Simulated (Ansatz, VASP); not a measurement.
Two plane-wave programs on TePt

File POSCAR:

```
TePt
1.0
    1.9815661262      1.1440577364      6.6610305258
   -1.9815661262      1.1440577364      6.6610305258
    0.0000000000     -2.2881154728      6.6610305258
Te Pt
2 2
Direct
    0.5980000000      0.5980000000      0.5980000000
    0.4020000000      0.4020000000      0.4020000000
    0.8703333333      0.8703333333      0.8703333333
    0.1296666667      0.1296666667      0.1296666667
```

File INCAR.step1:

```
ALGO = Normal
EDIFF = 1E-4
ENCUT = 520
GGA = PE
ISMEAR = 0
LASPH = T
LCHARG = F
LREAL = F
LWAVE = T
NBANDS = 24
NELM = 80
PREC = Accurate
SIGMA = 0.1
```

The input INCAR.step2:

```
ALGO = Normal
EDIFF = 1E-6
ENCUT = 520
ISIF = 2
ISMEAR = 0
ISTART = 1
LASPH = T
LCHARG = T
LELF = T
LMIXTAU = T
LREAL = F
LVHAR = T
LWAVE = F
METAGGA = R2SCAN
NBANDS = 24
NELM = 80
PREC = Accurate
SIGMA = 0.1
```

File KPOINTS:

```
k-points
0
Gamma
  3 3 3
```

Input for Ansatz:

```yaml
crystal:
  lattice:
    - [1.9815661262, 1.1440577364, 6.6610305258]
    - [-1.9815661262, 1.1440577364, 6.6610305258]
    - [0.0, -2.2881154728, 6.6610305258]
  atoms:
    - { symbol: Te, position: [0.598, 0.598, 0.598] }
    - { symbol: Te, position: [0.402, 0.402, 0.402] }
    - { symbol: Pt, position: [0.8703333333, 0.8703333333, 0.8703333333] }
    - { symbol: Pt, position: [0.1296666667, 0.1296666667, 0.1296666667] }
basis:
  ecutwfc: 500
kpoints:
  mp_grid: { grid: [3, 3, 3] }
hamiltonian:
  xc: r2scan
scf:
  occupations: { method: gaussian, width: 0.1 }
output:
  forces: true
  stress: true
  eigenvalues: true
```

Alike in both runs: task single point; functional r2SCAN; k mesh 3 × 3 × 3; occupations gaussian, width 0.1 eV; no spin polarisation.

|  | VASP | Ansatz |
| --- | --- | --- |
| version | VASP 6.6.1 | Ansatz 0.2.0 |
| potentials or method | VASP PAW PBE potentials, release 64 (Te, Pt), cutoff 520 eV | scalar-relativistic, plane waves, PAW |
| valence electrons in the cell | 32 | 68 |

```csv
,VASP,Ansatz,Ansatz less VASP
gap on the k mesh at the Fermi level (eV),none,none,-
pressure (GPa),2.7,2.7,+0.06
"traceless stress, the component that is largest in VASP (GPa)",0.62,0.59,-0.023
rms of the force components (eV/Å),0.046,0.039,-0.0070
```

VASP's potentials were made for PBE, not for r2SCAN. Atom by atom the forces differ by 0.016 eV/Å (rms over components). A gap of «none» marks a metal or a gap that the smearing closes. VASP's potentials hold 32 valence electrons a cell and Ansatz's 68, so a difference there can come from the potentials and not from the codes.

The k mesh is coarse, so the values compare programs but aren't converged. Neither program's run includes spin-orbit coupling.
